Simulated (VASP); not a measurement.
# TiC (I4/mmm) in VASP: notebook, part 2 of 2

VASP 6.6.1. Earlier steps stand in the parts before.

## 6. Single point, PBEsol

This run uses another cell than the first one, of the same volume but with other edges.

Contents of INCAR:

```
SYSTEM = TiC
ALGO     = Normal         ! electronic algorithm
EDIFF    = 1E-7           ! SCF threshold, eV
ENCUT    = 520            ! plane-wave cutoff, eV
GGA      = PS             ! functional
ISIF     = 2              ! what is computed and relaxed
ISMEAR   = 0              ! smearing method
LASPH    = .True.         ! aspherical terms in the spheres
LCHARG   = .False.        ! write CHGCAR
LREAL    = .False.        ! projectors in reciprocal space
LWAVE    = .False.        ! write WAVECAR
NBANDS   = 15             ! bands
NELM     = 80             ! most SCF steps
PREC     = Accurate       ! precision mode
SIGMA    = 0.15           ! smearing width, eV
```

Contents of KPOINTS:

```
k-points
0
Gamma
  26 26 26
  0 0 0
```

Contents of POSCAR:

```
TiC
1.0
    0.0000000000      1.8753024885      2.8129537328
    1.8753024885      0.0000000000      2.8129537328
    1.8753024885      1.8753024885      0.0000000000
Ti C
1 1
Direct
    0.0000000000      0.0000000000      0.0000000000
    0.5000000000      0.5000000000      0.5000000000
```

Potentials or basis: VASP PAW PBE potentials, release 64 (Ti_sv, C).

Launch:

```console
> cat potpaw_PBE.64/Ti_sv/POTCAR potpaw_PBE.64/C/POTCAR > POTCAR
> mpirun -np 1 vasp_std > vasp.out
```

OUTCAR:

```text
SYSTEM = TiC
   EDIFF = 1E-7
   ENCUT = 520
   GGA = PS
   ISIF = 2
   ISMEAR = 0
   LASPH = .True.
   LREAL = .False.
   NELM = 80
   PREC = Accurate

 ion  position               nearest neighbor table
   1  0.000  0.000  0.000-   2 1.88   2 1.88   2 1.88   2 1.88
   2  0.500  0.500  0.500-   1 1.88   1 1.88   1 1.88   1 1.88

  LATTYP: Found a body centered tetragonal cell.
 ALAT       =     2.6520782128
 C/A-ratio  =     2.1213203436

  Lattice vectors:

 A1 = (  -1.8753024885,   0.0000000000,   2.8129537328)
 A2 = (   1.8753024885,   0.0000000000,   2.8129537328)
 A3 = (   0.0000000000,   1.8753024885,  -2.8129537328)

Analysis of symmetry for initial positions (statically):
=====================================================================
 Subroutine PRICEL returns:
 Original cell was already a primitive cell.

 Routine SETGRP: Setting up the symmetry group for a
 body centered tetragonal supercell.

 Subroutine GETGRP returns: Found 16 space group operations
 (whereof 16 operations were pure point group operations)
 out of a pool of 16 trial point group operations.

The static configuration has the point symmetry D_4h.

Analysis of symmetry for dynamics (positions and initial velocities):
=====================================================================
 Subroutine PRICEL returns:
 Original cell was already a primitive cell.

 Routine SETGRP: Setting up the symmetry group for a
 body centered tetragonal supercell.

 Subroutine GETGRP returns: Found 16 space group operations
 (whereof 16 operations were pure point group operations)
 out of a pool of 16 trial point group operations.

The dynamic configuration has the point symmetry D_4h.

 Subroutine INISYM returns: Found 16 space group operations
 (whereof 16 operations are pure point group operations),
 and found     1 'primitive' translations

----------------------------------------------------------------------------------------

                                     Primitive cell

  volume of cell :      19.7850

  direct lattice vectors                    reciprocal lattice vectors
     0.000000000  1.875302489  2.812953733    -0.266623653  0.266623653  0.177749102
     1.875302489  0.000000000  2.812953733     0.266623653 -0.266623653  0.177749102
     1.875302489  1.875302489  0.000000000     0.266623653  0.266623653 -0.177749102

  length of vectors
     3.380749640  3.380749640  2.652078213     0.416858595  0.416858595  0.416858595

  position of ions in fractional coordinates (direct lattice)
     0.000000000  0.000000000  0.000000000
     0.500000000  0.500000000  0.500000000

  ion indices of the primitive-cell ions
   primitive index   ion index
                 1           1
                 2           2

----------------------------------------------------------------------------------------

 KPOINTS: k-points

Automatic generation of k-mesh.
 Grid dimensions read from file:
 generate k-points for:   26   26   26

 Generating k-lattice:

  Cartesian coordinates                     Fractional coordinates (reciprocal lattice)
    -0.010254756  0.010254756  0.006836504     0.038461538  0.000000000  0.000000000
     0.010254756 -0.010254756  0.006836504     0.000000000  0.038461538  0.000000000
     0.010254756  0.010254756 -0.006836504    -0.000000000 -0.000000000  0.038461538

  Length of vectors
     0.016033023  0.016033023  0.016033023

  Shift w.r.t. Gamma in fractional coordinates (k-lattice)
     0.000000000  0.000000000  0.000000000

 Subroutine IBZKPT returns following result:
 ===========================================

 Found   1330 irreducible k-points:

 Following reciprocal coordinates:
            Coordinates               Weight
  0.000000  0.000000  0.000000      1.000000
  0.038462  0.000000  0.000000      8.000000
  0.076923  0.000000  0.000000      8.000000
  0.115385  0.000000  0.000000      8.000000
  0.153846  0.000000  0.000000      8.000000
  0.192308 -0.000000  0.000000      8.000000
[... 16 lines left out ...]
  0.346154  0.038462  0.000000      8.000000
  0.384615  0.038462  0.000000      8.000000
 [... further k-points ...]
   k-points           NKPTS =   1330   k-points in BZ     NKDIM =   1330   number of bands    NBANDS=     15
   number of dos      NEDOS =    301   number of ions     NIONS =      2
   total plane-waves  NPLWV =  15680
   dimension x,y,z NGX =    28 NGY =   28 NGZ =   20
   dimension x,y,z NGXF=    56 NGYF=   56 NGZF=   40
   ions per type =               1   1
   NGX,Y,Z   is equivalent  to a cutoff of  13.77, 13.77, 12.54 a.u.
   NGXF,Y,Z  is equivalent  to a cutoff of  27.54, 27.54, 25.07 a.u.
 SYSTEM =  TiC
   PREC   = accura    normal or accurate (medium, high low for compatibility)
   ISTART =      0    job   : 0-new  1-cont  2-samecut
   ICHARG =      2    charge: 1-file 2-atom 10-const
   ISPIN  =      1    spin polarized calculation?
   LNONCOLLINEAR =      F non collinear calculations
   LSORBIT =      F    spin-orbit coupling
   LASPH  =      T    aspherical Exc in radial PAW
   ENCUT  =  520.0 eV  38.22 Ry    6.18 a.u.   6.29  6.29  4.93*2*pi/ulx,y,z
   NELM   =     80;   NELMIN=  2; NELMDL= -5     # of ELM steps
   EDIFF  = 0.1E-06   stopping-criterion for ELM
   LREAL  =      F    real-space projection
   EDIFFG = 0.1E-05   stopping-criterion for IOM
   NSW    =      0    number of steps for IOM
   IBRION =     -1    ionic relax: 0-MD 1-quasi-New 2-CG
   NFREE  =      0    steps in history (QN), initial steepest desc. (CG)
   ISIF   =      2    stress and relaxation
   ISYM   =      2    0-nonsym 1-usesym 2-fastsym
   POTIM  = 0.5000    time-step for ionic-motion
   TEBEG  =    0.0;   TEEND  =   0.0 temperature during run
   PSTRESS=    0.0 pullay stress
   NELECT =      16.0000    total number of electrons
   NUPDOWN=      -1.0000    fix difference up-down
   EMIN   =  10.00;   EMAX   =-10.00  energy-range for DOS
   EFERMI =   0.00;   METHOD = LEGACY
   ISMEAR =     0;   SIGMA  =   0.15  broadening in eV -4-tet -1-fermi 0-gaus
   EFERMI_NEDOS =   21; number of points for ismear=-14 and -15
   IALGO  =     38    algorithm
   IMIX   =      4    mixing-type and parameters
     AMIX     =   0.40;   BMIX     =  1.00
     AMIX_MAG =   1.60;   BMIX_MAG =  1.00
  volume/ion in A,a.u.               =       9.89        66.76
  Fermi-wavevector in a.u.,A,eV,Ry     =   1.525234  2.882274 31.651750  2.326338
  Thomas-Fermi vector in A             =   2.633432
   LORBIT       =      0    0 simple, 1 ext, 2 COOP (PROOUT), +10 PAW based schemes
   GGA     = PS    functional components
   LHFCALC =     F    Hartree Fock is set to
   AEXX    =    0.0000 exact exchange contribution
   IVDW    =     0    specifies the selected vdW correction
   LEPSILON=     F    determine dielectric tensor
   LRPA    =     F    only Hartree local field effects (RPA)
 non-spin polarized calculation
 Gauss-broadening in eV      SIGMA  =   0.15
  energy-cutoff  :      520.00
  volume of cell :       19.78
 maximum number of plane-waves:       551
 NGX is ok and might be reduce to    28

 number of electron      16.0000002 magnetization

 Free energy of the ion-electron system (eV)
  ---------------------------------------------------
  ext. energy  EPLUGINS =         0.00000000
  ---------------------------------------------------
  free energy    TOTEN  =       -17.17290025 eV

  energy without entropy =      -17.16874585  energy(sigma->0) =      -17.17082305

 E-fermi :   9.5896     XC(G=0): -12.6914

 val. band max:        9.5878199962   @ k =  -0.4615   0.0769   0.4615
 cond. band min:       9.5910016502   @ k =   0.1154   0.0000   0.0000
 fundamental gap:      0.0031816540
 Fermi energy:         9.5896404564

 k-point     1 :       0.0000    0.0000    0.0000
  band No.  band energies     occupation
      1     -46.2655      2.00000
      2     -22.7650      2.00000
      3     -22.1732      2.00000
      4     -22.1732      2.00000
      5      -2.9188      2.00000
      6       8.2255      2.00000
      7       8.3972      2.00000
      8       9.7585      0.11146
      9      11.9387      0.00000
     10      11.9387      0.00000
     11      12.1434      0.00000
     12      12.1434      0.00000
     13      12.8930      0.00000
     14      22.0239      0.00000
[... 401 lines left out ...]
      2     -23.0722      2.00000
      3     -22.7634      2.00000
      4     -22.0530      2.00000
      5       0.0913      2.00000
      6       5.0443      2.00000
      7       5.6908      2.00000
      8       6.6834      2.00000
      9      11.8230      0.00000
     10      12.8319      0.00000
     11      14.0473      0.00000
     12      15.6067      0.00000
     13      18.0123      0.00000
     14      20.8344      0.00000
     15      25.0647      0.00000

 [... further k-points ...]
[... 5 lines left out ...]
  --------------------------------------------------------------------------------------
  -------------------------------------------------------------------------------------
  Total       15.9073707     15.9073707     -4.0684007      0.0000000      0.0000000      0.0000000
  in kB     1288.1716614   1288.1716614   -329.4572380      0.0000000      0.0000000      0.0000000
  external PRESSURE =     748.9620283 kB  Pullay stress =       0.0000000 kB

 VOLUME and BASIS-vectors are now :
 -----------------------------------------------------------------------------
  energy-cutoff  :      520.00
  volume of cell :       19.78
      direct lattice vectors                 reciprocal lattice vectors
     0.000000000  1.875302489  2.812953733    -0.266623653  0.266623653  0.177749102
     1.875302489  0.000000000  2.812953733     0.266623653 -0.266623653  0.177749102
     1.875302489  1.875302489  0.000000000     0.266623653  0.266623653 -0.177749102

 POSITION                                       TOTAL-FORCE (eV/Angst)
 -----------------------------------------------------------------------------------
      0.00000      0.00000      0.00000         0.000000      0.000000      0.000000
      1.87530      1.87530      2.81295        -0.000000     -0.000000      0.000000
 -----------------------------------------------------------------------------------
    total drift:                               -0.000000      0.000000      0.000000

  FREE ENERGIE OF THE ION-ELECTRON SYSTEM (eV)
  ---------------------------------------------------
  free  energy   TOTEN  =       -17.1729002507 eV

  energy  without entropy=      -17.1687458493  energy(sigma->0) =      -17.17082305
```

It took 5.4 min on 1 thread of AMD EPYC 9R45 (Zen 5), shared host; peak memory 0.46 GiB.

Results:

| Item | Value |
| --- | --- |
| Free energy | -17.1729 eV |
| Pressure | 74.9 GPa |
| Band gap on the k mesh | zero (band 8 reaches 11.74 eV, above the bottom of band 9 at 8.92 eV) |

Stress tensor (GPa, compression positive):
```
128.82   0.00   0.00
  0.00 128.82   0.00
  0.00   0.00 -32.95
```

Levels at points of the mesh, in eV from the Fermi level:
| k point | band 5 | band 6 | band 7 | band 8 | band 9 | band 10 | band 11 | band 12 |
| --- | --- | --- | --- | --- | --- | --- | --- | --- |
| (0.00, 0.00, 0.00) | -12.51 | -1.36 | -1.19 | 0.17 | 2.35 | 2.35 | 2.55 | 2.55 |
| (0.50, 0.00, 0.00) | -7.93 | -6.12 | -4.35 | -3.57 | 3.12 | 3.42 | 5.83 | 6.18 |
| (0.50, 0.50, 0.00) | -11.27 | -5.14 | -1.73 | 2.10 | 2.10 | 3.42 | 3.55 | 3.55 |
| (0.50, 0.00, 0.50) | -10.67 | -1.41 | -1.31 | -0.20 | -0.05 | 1.73 | 2.60 | 5.66 |

Caveat: the PAW data sets were made with another functional, which shifts forces and pressure a little.

## 7. Overview

```csv
cell,gap on the mesh (eV),pressure (GPa)
"a = 3.226, b = 3.226, c = 2.782 Å, angles 64.5, 64.5, 51.1°, 2 atoms",none,33.1
"a = 2.999, b = 2.999, c = 3.121 Å, angles 58.6, 58.6, 62.7°, 2 atoms",none,3.8
"a = 3.091, b = 3.091, c = 2.941 Å, angles 61.6, 61.6, 56.8°, 2 atoms",none,4.7
"a = 2.956, b = 2.956, c = 3.505 Å, angles 53.6, 53.6, 72.7°, 2 atoms",none,80.3
"a = 3.381, b = 3.381, c = 2.652 Å, angles 66.9, 66.9, 46.2°, 2 atoms",none,74.9
```

Alike in all rows: task single point; level PBEsol; potentials or basis VASP PAW PBE potentials, release 64 (Ti_sv, C); no spin polarisation; k mesh 26 × 26 × 26; cutoff (eV) 520; smearing gaussian 0.15 eV.

Caveats: the PAW data sets were made with another functional, which shifts forces and pressure a little.

Total energies depend on the potentials used, so only differences within one code and one set of settings carry meaning.
